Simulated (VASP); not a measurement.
# BN (P6_3/mmc) in VASP: notebook, part 2 of 3

VASP 6.6.1. The steps go on from the part before.

## 3. Single point, PBE

INCAR

```
  PREC = Accurate
  ENCUT = 520
  EDIFF = 1E-7
  ISMEAR = -1
  SIGMA = 0.02
  LREAL = False
  LASPH = True
  NELM = 80
  ALGO = Normal
  ISIF = 2
  LWAVE = False
  LCHARG = False
  GGA = PE
  NBANDS = 16
```

KPOINTS

```
Automatic mesh
0
Gamma
  12 12 4
```

POSCAR

```
BN
1.0
    2.5005826604      0.0000000000      0.0000000000
   -1.2502913302      2.1655681082      0.0000000000
    0.0000000000      0.0000000000      6.5236386365
B N
2 2
Direct
    0.3333333333      0.6666666667      0.2500000000
    0.6666666667      0.3333333333      0.7500000000
    0.3333333333      0.6666666667      0.7500000000
    0.6666666667      0.3333333333      0.2500000000
```

Potentials or basis: VASP PAW PBE potentials, release 64 (B, N).

Run with:

```console
> cat potpaw_PBE.64/B/POTCAR potpaw_PBE.64/N/POTCAR > POTCAR
> mpirun -np 1 vasp_std > vasp.out
```

OUTCAR:

```text
PREC = Accurate
   ENCUT = 520
   EDIFF = 1E-7
   ISMEAR = -1
   LREAL = False
   LASPH = True
   NELM = 80
   ISIF = 2
   GGA = PE

 ion  position               nearest neighbor table
   1  0.333  0.667  0.250-   4 1.44   4 1.44   4 1.44
   2  0.667  0.333  0.750-   3 1.44   3 1.44   3 1.44
   3  0.333  0.667  0.750-   2 1.44   2 1.44   2 1.44
   4  0.667  0.333  0.250-   1 1.44   1 1.44   1 1.44

  LATTYP: Found a hexagonal cell.
[... 655 lines left out ...]

  FORCE on cell =-STRESS in cart. coord.  units (eV):
  Direction    XX          YY          ZZ          XY          YZ          ZX
  --------------------------------------------------------------------------------------
  -------------------------------------------------------------------------------------
  Total        1.1823505      1.1823505      0.7650156      0.0000000      0.0000000      0.0000000
  in kB       53.6233380     53.6233380     34.6958806      0.0000000      0.0000000      0.0000000
  external PRESSURE =      47.3141855 kB  Pullay stress =       0.0000000 kB

 VOLUME and BASIS-vectors are now :
 -----------------------------------------------------------------------------
  energy-cutoff  :      520.00
  volume of cell :       35.33
      direct lattice vectors                 reciprocal lattice vectors
     2.500582660  0.000000000  0.000000000     0.399906796  0.230886296  0.000000000
    -1.250291330  2.165568108  0.000000000     0.000000000  0.461772593  0.000000000
     0.000000000  0.000000000  6.523638637     0.000000000  0.000000000  0.153288687

 POSITION                                       TOTAL-FORCE (eV/Angst)
 -----------------------------------------------------------------------------------
     -0.00000      1.44371      1.63091        -0.000000     -0.000000      0.000000
      1.25029      0.72186      4.89273         0.000000      0.000000      0.000000
     -0.00000      1.44371      4.89273         0.000000     -0.000000      0.000000
      1.25029      0.72186      1.63091        -0.000000      0.000000      0.000000
 -----------------------------------------------------------------------------------
    total drift:                               -0.000000      0.000000      0.000000

  FREE ENERGIE OF THE ION-ELECTRON SYSTEM (eV)
  ---------------------------------------------------
  free  energy   TOTEN  =       -35.1368321583 eV

  energy  without entropy=      -35.1368321583  energy(sigma->0) =      -35.13683216
```

OSZICAR:

```text
N       E                     dE             d eps       ncg     rms          rms(c)
DAV:   1     0.480795986026E+02    0.48080E+02   -0.79670E+03  1824   0.924E+02
DAV:   2    -0.354916777588E+02   -0.83571E+02   -0.75738E+02  2544   0.220E+02
DAV:   3    -0.386794070144E+02   -0.31877E+01   -0.31723E+01  2288   0.423E+01
DAV:   4    -0.386990311694E+02   -0.19624E-01   -0.19619E-01  2424   0.370E+00
DAV:   5    -0.386992056366E+02   -0.17447E-03   -0.17447E-03  2232   0.334E-01    0.113E+01
DAV:   6    -0.354915289518E+02    0.32077E+01   -0.51411E+00  2336   0.175E+01    0.507E+00
DAV:   7    -0.352131348468E+02    0.27839E+00   -0.57264E-01  2456   0.555E+00    0.317E+00
DAV:   8    -0.351405907871E+02    0.72544E-01   -0.22840E-01  2360   0.322E+00    0.468E-01
DAV:   9    -0.351358561734E+02    0.47346E-02   -0.14905E-02  2112   0.100E+00    0.197E-01
DAV:  10    -0.351367308381E+02   -0.87466E-03   -0.12961E-03  2144   0.275E-01    0.351E-02
DAV:  11    -0.351368202084E+02   -0.89370E-04   -0.96053E-05  2200   0.793E-02    0.247E-02
DAV:  12    -0.351368319112E+02   -0.11703E-04   -0.28166E-05  2088   0.376E-02    0.279E-03
DAV:  13    -0.351368320478E+02   -0.13665E-06   -0.67286E-07  2464   0.628E-03    0.914E-04
DAV:  14    -0.351368321571E+02   -0.10929E-06   -0.14545E-07  1912   0.257E-03    0.178E-04
DAV:  15    -0.351368321583E+02   -0.11605E-08   -0.26011E-09  1408   0.406E-04
   1 F= -.35136832E+02 E0= -.35136832E+02  d E =-.932730E-12
```

stdout:

```text
POSCAR found type information on POSCAR B N
 POSCAR found :  2 types and       4 ions
 scaLAPACK will be used
 LDA part: xc-table for (Slater+PW92), standard interpolation
 POSCAR, INCAR and KPOINTS ok, starting setup
 FFT: planning ... GRIDC
 FFT: planning ... GRID_SOFT
 FFT: planning ... GRID
 WAVECAR not read
 entering main loop
```

Wall time 20 s (1 thread of AMD EPYC 9R45 (Zen 5), shared host); peak memory 0.13 GiB.

Results:

```
Free energy            : -35.1368 eV
Pressure               : 4.7 GPa
Band gap on the k mesh : 4.24 eV, indirect (least direct gap 4.65 eV)
```

Caveat: this functional lacks dispersion, which binds the layers, so the pressure and a relaxed spacing across them are unreliable. A k mesh can miss the band edges.

## 4. Single point, LDA

INCAR

```
SYSTEM = BN
ALGO     = Normal         ! electronic algorithm
EDIFF    = 1E-6           ! SCF threshold, eV
ENCUT    = 520            ! plane-wave cutoff, eV
ISIF     = 2              ! what is computed and relaxed
ISMEAR   = 0              ! smearing method
LASPH    = .TRUE.         ! aspherical terms in the spheres
LCHARG   = .FALSE.        ! write CHGCAR
LREAL    = .FALSE.        ! projectors in reciprocal space
LWAVE    = .FALSE.        ! write WAVECAR
NBANDS   = 16             ! bands
NELM     = 100            ! most SCF steps
PREC     = Accurate       ! precision mode
SIGMA    = 0.01           ! smearing width, eV
```

KPOINTS

```
k-points
0
G
  12 12 4
  0 0 0
```

POSCAR is that of step 3.

Potentials or basis: VASP PAW LDA potentials, release 64 (B, N).

Run with:

```console
> cat potpaw_LDA.64/B/POTCAR potpaw_LDA.64/N/POTCAR > POTCAR
> mpirun -np 1 vasp_std > vasp.out
```

Wall time 15 s (1 thread of AMD EPYC 9R45 (Zen 5), shared host); peak memory 0.11 GiB.

It converged, with:

- Free energy: -38.5769 eV
- Pressure: -3.1 GPa
- Band gap on the k mesh: 4.04 eV, indirect (least direct gap 4.45 eV)

Stress tensor (GPa, compression positive):
```
-4.43  0.00  0.00
 0.00 -4.43  0.00
 0.00  0.00 -0.34
```

Levels at points of the mesh, in eV from the valence-band top:
| k point | band 5 | band 6 | band 7 | band 8 | band 9 | band 10 | band 11 | band 12 |
| --- | --- | --- | --- | --- | --- | --- | --- | --- |
| (0.00, 0.00, 0.00) | -1.35 | -1.35 | -1.31 | -1.31 | 5.05 | 10.25 | 11.44 | 11.44 |
| (0.50, 0.00, 0.00) | -4.19 | -4.11 | -1.56 | -0.41 | 4.04 | 5.60 | 9.51 | 9.95 |
| (0.00, 0.00, 0.50) | -1.33 | -1.33 | -1.33 | -1.33 | 7.57 | 7.57 | 11.51 | 11.51 |
| (0.50, 0.00, 0.50) | -4.15 | -4.15 | -0.96 | -0.96 | 4.54 | 4.54 | 9.94 | 9.94 |

A k mesh can miss the band edges. LDA gaps usually lie below the measured ones, often by a third to a half.

## 5. Single point, PBE+D3(BJ)

This run uses another cell than the first one, of 9.00 Å³/atom, 1.019 times its volume.

INCAR

```
ALGO = Normal
EDIFF = 1E-6
ENCUT = 520
GGA = PE
ISIF = 2
ISMEAR = -1
IVDW = 12
LASPH = True
LCHARG = False
LREAL = False
LWAVE = False
NBANDS = 16
NELM = 60
PREC = Accurate
SIGMA = 0.02
```

KPOINTS

```
k-points
0
Gamma
  12 12 4
```

POSCAR

```
BN
1.0
    2.5064254026      0.0000000000      0.0000000000
   -1.2532127013      2.1706280714      0.0000000000
    0.0000000000      0.0000000000      6.6141211379
B N
2 2
Direct
    0.3333333333      0.6666666667      0.2500000000
    0.6666666667      0.3333333333      0.7500000000
    0.3333333333      0.6666666667      0.7500000000
    0.6666666667      0.3333333333      0.2500000000
```

Potentials or basis: VASP PAW PBE potentials, release 64 (B, N).

Run with:

```console
> cat potpaw_PBE.64/B/POTCAR potpaw_PBE.64/N/POTCAR > POTCAR
> mpirun -np 1 vasp_std > vasp.out
```

OUTCAR:

```text
EDIFF = 1E-6
   ENCUT = 520
   GGA = PE
   ISIF = 2
   ISMEAR = -1
   IVDW = 12
   LASPH = True
   LREAL = False
   NELM = 60
   PREC = Accurate
 IVDW          = 12

 ion  position               nearest neighbor table
   1  0.333  0.667  0.250-   4 1.45   4 1.45   4 1.45
   2  0.667  0.333  0.750-   3 1.45   3 1.45   3 1.45
   3  0.333  0.667  0.750-   2 1.45   2 1.45   2 1.45
   4  0.667  0.333  0.250-   1 1.45   1 1.45   1 1.45

  LATTYP: Found a hexagonal cell.
 ALAT       =     2.5064254026
[... 657 lines left out ...]
 E8    (eV) :    -0.1659

  FORCE on cell =-STRESS in cart. coord.  units (eV):
  Direction    XX          YY          ZZ          XY          YZ          ZX
  --------------------------------------------------------------------------------------
  -------------------------------------------------------------------------------------
  Total       0.04090     0.04090    -0.02821     0.00000     0.00000     0.00000
  in kB       1.82105     1.82105    -1.25582     0.00000     0.00000     0.00000
  external pressure =        0.80 kB  Pullay stress =        0.00 kB

 VOLUME and BASIS-vectors are now :
 -----------------------------------------------------------------------------
  energy-cutoff  :      520.00
  volume of cell :       35.98
      direct lattice vectors                 reciprocal lattice vectors
     2.506425403  0.000000000  0.000000000     0.398974571  0.230348076  0.000000000
    -1.253212701  2.170628071  0.000000000     0.000000000  0.460696152  0.000000000
     0.000000000  0.000000000  6.614121138     0.000000000  0.000000000  0.151191667

 POSITION                                       TOTAL-FORCE (eV/Angst)
 -----------------------------------------------------------------------------------
     -0.00000      1.44709      1.65353        -0.000000      0.000000      0.000000
      1.25321      0.72354      4.96059         0.000000     -0.000000      0.000000
     -0.00000      1.44709      4.96059        -0.000000      0.000000     -0.000000
      1.25321      0.72354      1.65353        -0.000000     -0.000000      0.000000
 -----------------------------------------------------------------------------------
    total drift:                               -0.000000      0.000000      0.000000

  FREE ENERGIE OF THE ION-ELECTRON SYSTEM (eV)
  ---------------------------------------------------
  free  energy   TOTEN  =       -35.7176951074 eV

  energy  without entropy=      -35.7176951074  energy(sigma->0) =      -35.71769511
```

OSZICAR:

```text
N       E                     dE             d eps       ncg     rms          rms(c)
DAV:   1     0.506597396883E+02    0.50660E+02   -0.80060E+03  1832   0.923E+02
DAV:   2    -0.352305112249E+02   -0.85890E+02   -0.77374E+02  2560   0.222E+02
DAV:   3    -0.386644279445E+02   -0.34339E+01   -0.34194E+01  2336   0.433E+01
DAV:   4    -0.386854201545E+02   -0.20992E-01   -0.20987E-01  2328   0.381E+00
DAV:   5    -0.386856092950E+02   -0.18914E-03   -0.18914E-03  2312   0.343E-01    0.112E+01
DAV:   6    -0.355011328251E+02    0.31845E+01   -0.51613E+00  2344   0.175E+01    0.504E+00
DAV:   7    -0.352283609988E+02    0.27277E+00   -0.56495E-01  2472   0.549E+00    0.316E+00
DAV:   8    -0.351553276318E+02    0.73033E-01   -0.23224E-01  2328   0.323E+00    0.474E-01
DAV:   9    -0.351504564147E+02    0.48712E-02   -0.15286E-02  2136   0.101E+00    0.195E-01
DAV:  10    -0.351513743733E+02   -0.91796E-03   -0.13762E-03  2072   0.280E-01    0.355E-02
DAV:  11    -0.351514708854E+02   -0.96512E-04   -0.10016E-04  2256   0.808E-02    0.248E-02
DAV:  12    -0.351514828895E+02   -0.12004E-04   -0.29337E-05  1992   0.381E-02    0.281E-03
DAV:  13    -0.351514830428E+02   -0.15334E-06   -0.66718E-07  2016   0.646E-03
   1 F= -.35717695E+02 E0= -.35717695E+02  d E =-.225666E-12
```

stdout:

```text
POSCAR found type information on POSCAR B N
 POSCAR found :  2 types and       4 ions
 scaLAPACK will be used
 LDA part: xc-table for (Slater+PW92), standard interpolation
 POSCAR, INCAR and KPOINTS ok, starting setup
 FFT: planning ... GRIDC
 FFT: planning ... GRID_SOFT
 FFT: planning ... GRID
 WAVECAR not read
 entering main loop
```

It took 17 s on 1 thread of AMD EPYC 9R45 (Zen 5), shared host; peak memory 0.14 GiB.

Results:

```yaml
Free_energy: -35.7177 eV
Pressure: 0.1 GPa
Band_gap_on_the_k_mesh: 4.27 eV, indirect (least direct gap 4.63 eV)
Dispersion_energy_per_atom: -0.142 eV
```

(Continued in part 3 of 3.)
